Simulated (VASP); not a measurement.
# Be (P6_3/mmc) in VASP: single point with r2SCAN

Aim: the single point of Be with r2SCAN.

Program: VASP 6.6.1. These are calculated values, not measurements. Logs are shortened: lines on timing, memory, paths and dates and some standing lists are left out, and cuts for length are marked.

### Step 1. The cell of the first run

The structure is hexagonal, space group P6_3/mmc (No. 194). The conventional cell has a = 2.285 Å, b = 2.285 Å, c = 3.584 Å, α = 90.00°, β = 90.00°, γ = 120.00°. Within 2.9 Å of Be (site symmetry -6m2) lie 12 Be at 2.23 to 2.29 Å.

### Step 2. Single point, r2SCAN

Input file POSCAR:

```
Be
1.0
    2.2853000000      0.0000000000      0.0000000000
   -1.1426500000      1.9791278600      0.0000000000
    0.0000000000      0.0000000000      3.5842000000
Be
2
Direct
    0.3333333333      0.6666666667      0.2500000000
    0.6666666667      0.3333333333      0.7500000000
```

Input file INCAR.step1:

```
PREC = Accurate ; ENCUT = 660
ISMEAR = 0 ; SIGMA = 0.15
LREAL = F ; LASPH = T
NELM = 120 ; NBANDS = 9
GGA = PE ; ALGO = Normal
EDIFF = 1E-5 ; LWAVE = T
LCHARG = F ; GGA_COMPAT = F
```

Input file INCAR.step2:

```
PREC = Accurate ; ENCUT = 660
EDIFF = 1E-6 ; ISMEAR = 0
SIGMA = 0.15 ; LREAL = F
LASPH = T ; NELM = 120
ALGO = Normal ; ISIF = 2
LWAVE = F ; LCHARG = F
METAGGA = R2SCAN ; LMIXTAU = T
NBANDS = 9 ; ISTART = 1
GGA_COMPAT = F
```

Input file KPOINTS:

```
regular mesh
0
Gamma
  8 8 4
```

Potentials or basis: VASP PAW PBE potentials, release 64 (Be).

Launch:

```sh
> cat potpaw_PBE.64/Be/POTCAR > POTCAR
> cp INCAR.step1 INCAR
> mpirun -np 1 vasp_std > vasp.out
> cp INCAR.step2 INCAR
> mpirun -np 1 vasp_std > vasp.out
```

OUTCAR:

```text
PREC = Accurate
   ENCUT = 660
   EDIFF = 1E-6
   ISMEAR = 0
   LREAL = F
   LASPH = T
   NELM = 120
   ISIF = 2
   METAGGA = R2SCAN
   ISTART = 1

 ion  position               nearest neighbor table
   1  0.333  0.667  0.250-   2 2.23   2 2.23   2 2.23   2 2.23   2 2.23   2 2.23
   2  0.667  0.333  0.750-   1 2.23   1 2.23   1 2.23   1 2.23   1 2.23   1 2.23

  LATTYP: Found a hexagonal cell.
 ALAT       =     2.2853000000
 C/A-ratio  =     1.5683717674

  Lattice vectors:

 A1 = (   2.2853000000,   0.0000000000,   0.0000000000)
 A2 = (  -1.1426500000,   1.9791278600,   0.0000000000)
 A3 = (   0.0000000000,   0.0000000000,   3.5842000000)

Analysis of symmetry for initial positions (statically):
=====================================================================
 Subroutine PRICEL returns:
 Original cell was already a primitive cell.

 Routine SETGRP: Setting up the symmetry group for a
 hexagonal supercell.

 Subroutine GETGRP returns: Found 24 space group operations
 (whereof 12 operations were pure point group operations)
 out of a pool of 24 trial point group operations.

The static configuration has the point symmetry D_3d.
 The point group associated with its full space group is D_6h.

Analysis of symmetry for dynamics (positions and initial velocities):
=====================================================================
 Subroutine PRICEL returns:
 Original cell was already a primitive cell.

 Routine SETGRP: Setting up the symmetry group for a
 hexagonal supercell.

 Subroutine GETGRP returns: Found 24 space group operations
 (whereof 12 operations were pure point group operations)
 out of a pool of 24 trial point group operations.

The dynamic configuration has the point symmetry D_3d.
 The point group associated with its full space group is D_6h.

 Subroutine INISYM returns: Found 24 space group operations
 (whereof 12 operations are pure point group operations),
 and found     1 'primitive' translations

----------------------------------------------------------------------------------------

                                     Primitive cell

  volume of cell :      16.2110

  direct lattice vectors                    reciprocal lattice vectors
     2.285300000  0.000000000  0.000000000     0.437579311  0.252636533  0.000000000
    -1.142650000  1.979127860  0.000000000     0.000000000  0.505273065  0.000000000
     0.000000000  0.000000000  3.584200000     0.000000000  0.000000000  0.279002288

  length of vectors
     2.285300000  2.285300004  3.584200000     0.505273066  0.505273065  0.279002288

  position of ions in fractional coordinates (direct lattice)
     0.333333333  0.666666667  0.250000000
     0.666666667  0.333333333  0.750000000

  ion indices of the primitive-cell ions
   primitive index   ion index
                 1           1
                 2           2

----------------------------------------------------------------------------------------

 KPOINTS: regular mesh

Automatic generation of k-mesh.
 Grid dimensions read from file:
 generate k-points for:    8    8    4

 Generating k-lattice:

  Cartesian coordinates                     Fractional coordinates (reciprocal lattice)
     0.054697414  0.031579567  0.000000000     0.125000000  0.000000000  0.000000000
     0.000000000  0.063159133  0.000000000     0.000000000  0.125000000  0.000000000
     0.000000000  0.000000000  0.069750572     0.000000000  0.000000000  0.250000000

  Length of vectors
     0.063159133  0.063159133  0.069750572

  Shift w.r.t. Gamma in fractional coordinates (k-lattice)
     0.000000000  0.000000000  0.000000000

 Subroutine IBZKPT returns following result:
 ===========================================

 Found     30 irreducible k-points:

 Following reciprocal coordinates:
            Coordinates               Weight
  0.000000  0.000000  0.000000      1.000000
  0.125000 -0.000000  0.000000      6.000000
  0.250000 -0.000000  0.000000      6.000000
  0.375000 -0.000000  0.000000      6.000000
  0.500000 -0.000000  0.000000      3.000000
  0.125000  0.125000  0.000000      6.000000
[... 16 lines left out ...]
  0.250000 -0.000000  0.500000      6.000000
  0.375000 -0.000000  0.500000      6.000000
 [... further k-points ...]
   k-points           NKPTS =     30   k-points in BZ     NKDIM =     30   number of bands    NBANDS=      9
   number of dos      NEDOS =    301   number of ions     NIONS =      2
   total plane-waves  NPLWV =  12000
   dimension x,y,z NGX =    20 NGY =   20 NGZ =   30
   dimension x,y,z NGXF=    40 NGYF=   40 NGZF=   60
   ions per type =               2
   NGX,Y,Z   is equivalent  to a cutoff of  14.55, 14.55, 13.91 a.u.
   NGXF,Y,Z  is equivalent  to a cutoff of  29.10, 29.10, 27.83 a.u.
 SYSTEM =  unknown system
   PREC   = accura    normal or accurate (medium, high low for compatibility)
   ISTART =      1    job   : 0-new  1-cont  2-samecut
   ICHARG =      0    charge: 1-file 2-atom 10-const
   ISPIN  =      1    spin polarized calculation?
   LNONCOLLINEAR =      F non collinear calculations
   LSORBIT =      F    spin-orbit coupling
   LASPH  =      T    aspherical Exc in radial PAW
   ENCUT  =  660.0 eV  48.51 Ry    6.96 a.u.   4.79  4.79  7.51*2*pi/ulx,y,z
   NELM   =    120;   NELMIN=  2; NELMDL=  0     # of ELM steps
   EDIFF  = 0.1E-05   stopping-criterion for ELM
   LREAL  =      F    real-space projection
   EDIFFG = 0.1E-04   stopping-criterion for IOM
   NSW    =      0    number of steps for IOM
[... 5 lines left out ...]
   TEBEG  =    0.0;   TEEND  =   0.0 temperature during run
   PSTRESS=    0.0 pullay stress
   NELECT =       4.0000    total number of electrons
   NUPDOWN=      -1.0000    fix difference up-down
   EMIN   =  10.00;   EMAX   =-10.00  energy-range for DOS
   EFERMI =   0.00;   METHOD = LEGACY
   ISMEAR =     0;   SIGMA  =   0.15  broadening in eV -4-tet -1-fermi 0-gaus
   EFERMI_NEDOS =   21; number of points for ismear=-14 and -15
   IALGO  =     38    algorithm
   IMIX   =      4    mixing-type and parameters
     AMIX     =   0.40;   BMIX     =  1.00
     AMIX_MAG =   1.60;   BMIX_MAG =  1.00
  volume/ion in A,a.u.               =       8.11        54.70
  Fermi-wavevector in a.u.,A,eV,Ry     =   1.026814  1.940397 14.345258  1.054347
  Thomas-Fermi vector in A             =   2.160726
   LORBIT       =      0    0 simple, 1 ext, 2 COOP (PROOUT), +10 PAW based schemes
   METAGGA = R2SCAN    functional components
   LHFCALC =     F    Hartree Fock is set to
   AEXX    =    0.0000 exact exchange contribution
   IVDW    =     0    specifies the selected vdW correction
   LEPSILON=     F    determine dielectric tensor
   LRPA    =     F    only Hartree local field effects (RPA)
 non-spin polarized calculation
 Gauss-broadening in eV      SIGMA  =   0.15
  energy-cutoff  :      660.00
  volume of cell :       16.21
 maximum number of plane-waves:       640
 NGX is ok and might be reduce to    20
   NGX =  9   NGY =  9   NGZ = 15

 number of electron       4.0000000 magnetization

 Free energy of the ion-electron system (eV)
  ---------------------------------------------------
  ext. energy  EPLUGINS =         0.00000000
  ---------------------------------------------------
  free energy    TOTEN  =        -8.63549632 eV

  energy without entropy =       -8.62915457  energy(sigma->0) =       -8.63232544

 E-fermi :   7.6852     XC(G=0): -11.1737

 val. band max:        6.5631122021   @ k =   0.2500   0.1250   0.0000
 cond. band min:       7.7397290347   @ k =   0.3750  -0.0000   0.0000
 fundamental gap:      1.1766168325
 Fermi energy:         7.6852200298

 k-point     1 :       0.0000    0.0000    0.0000
  band No.  band energies     occupation
      1      -5.1689      2.00000
      2       2.3070      2.00000
      3       7.9683      0.00760
      4      23.8632      0.00000
      5      23.8632      0.00000
      6      26.8661      0.00000
      7      26.8661      0.00000
      8      29.2458      0.00000
      9      34.9140      0.00000

 k-point     2 :       0.1250   -0.0000    0.0000
  band No.  band energies     occupation
      1      -4.6886      2.00000
      2       2.9209      2.00000
      3       8.1277      0.00003
      4      20.4786      0.00000
      5      21.7355      0.00000
      6      26.7853      0.00000
      7      27.5994      0.00000
      8      28.1250      0.00000
      9      30.6346      0.00000

 k-point     3 :       0.2500   -0.0000    0.0000
  band No.  band energies     occupation
      1      -3.2482      2.00000
      2       4.7522      2.00000
      3       8.2900      0.00000
      4      15.3043      0.00000
      5      19.1431      0.00000
      6      23.6431      0.00000
      7      24.2912      0.00000
      8      26.6635      0.00000
      9      27.4570      0.00000

 k-point     4 :       0.3750   -0.0000    0.0000
  band No.  band energies     occupation
      1      -0.8778      2.00000
      2       6.4736      2.00000
      3       7.7397      0.60731
      4      13.2665      0.00000
      5      17.4641      0.00000
      6      17.7693      0.00000
      7      19.7806      0.00000
      8      25.4663      0.00000
      9      27.2942      0.00000
[... 205 lines left out ...]
 k-point    22 :       0.1250   -0.0000    0.5000
  band No.  band energies     occupation
      1      -2.3532      2.00000
      2      -2.3532      2.00000
      3      18.3186      0.00000
      4      18.3186      0.00000
      5      23.1532      0.00000
      6      23.1532      0.00000
      7      24.1262      0.00000
      8      24.1262      0.00000
      9      31.0149      0.00000

 k-point    23 :       0.2500   -0.0000    0.5000
  band No.  band energies     occupation
      1      -0.9094      2.00000
      2      -0.9094      2.00000
      3      16.0567      0.00000
      4      16.0567      0.00000
      5      20.7377      0.00000
      6      20.7377      0.00000
      7      21.8009      0.00000
      8      21.8009      0.00000
      9      29.7255      0.00000

 k-point    24 :       0.3750   -0.0000    0.5000
  band No.  band energies     occupation
      1       1.3466      2.00000
      2       1.3466      2.00000
      3      11.1673      0.00000
      4      11.1673      0.00000
      5      20.2012      0.00000
      6      20.2012      0.00000
      7      22.0432      0.00000
      8      22.0432      0.00000
      9      28.4193      0.00000

 [... further k-points ...]

------------------------ aborting loop because EDIFF is reached ----------------------------------------

  FORCE on cell =-STRESS in cart. coord.  units (eV):
  Direction    XX          YY          ZZ          XY          YZ          ZX
  --------------------------------------------------------------------------------------
  -------------------------------------------------------------------------------------
  Total       -0.4358742     -0.4358742      0.0438857      0.0000000      0.0000000      0.0000000
  in kB      -43.0786835    -43.0786837      4.3373445      0.0000000      0.0000000      0.0000000
  external PRESSURE =     -27.2733409 kB  Pullay stress =       0.0000000 kB

 VOLUME and BASIS-vectors are now :
 -----------------------------------------------------------------------------
  energy-cutoff  :      660.00
  volume of cell :       16.21
      direct lattice vectors                 reciprocal lattice vectors
     2.285300000  0.000000000  0.000000000     0.437579311  0.252636533  0.000000000
    -1.142650000  1.979127860  0.000000000     0.000000000  0.505273065  0.000000000
     0.000000000  0.000000000  3.584200000     0.000000000  0.000000000  0.279002288

 POSITION                                       TOTAL-FORCE (eV/Angst)
 -----------------------------------------------------------------------------------
     -0.00000      1.31942      0.89605        -0.000000     -0.000000      0.000000
      1.14265      0.65971      2.68815         0.000000      0.000000      0.000000
 -----------------------------------------------------------------------------------
    total drift:                                0.000000     -0.000000      0.000000

  FREE ENERGIE OF THE ION-ELECTRON SYSTEM (eV)
  ---------------------------------------------------
  free  energy   TOTEN  =        -8.6354963168 eV

  energy  without entropy=       -8.6291545721  energy(sigma->0) =       -8.63232544
```

It took 29 s on 1 thread of Intel Xeon 8259CL, shared host; peak memory 0.13 GiB.

What came out:

```yaml
Free_energy: -8.6355 eV
Pressure: -2.7 GPa
Band_gap_on_the_k_mesh: zero (bands 2 and 3 overlap by 0.05 eV)
```

Levels at points of the mesh, in eV from the Fermi level:
| k point | band 1 | band 2 | band 3 | band 4 | band 5 | band 6 | band 7 |
| --- | --- | --- | --- | --- | --- | --- | --- |
| (0.00, 0.00, 0.00) | -12.85 | -5.38 | 0.28 | 16.18 | 16.18 | 19.18 | 19.18 |
| (0.50, 0.00, 0.00) | -6.08 | -4.12 | 3.11 | 5.95 | 6.33 | 9.21 | 9.66 |
| (0.00, 0.00, 0.50) | -10.53 | -10.53 | 10.56 | 10.56 | 17.96 | 17.96 | 17.96 |
| (0.50, 0.00, 0.50) | -4.55 | -4.55 | 0.70 | 0.70 | 11.96 | 11.96 | 15.62 |

Caveat: the k points lie up to 0.44 Å⁻¹ apart; the PAW data sets were made with another functional, which shifts forces and pressure a little.

The gap in the log of VASP goes by the Fermi energy; the results here count the filled bands.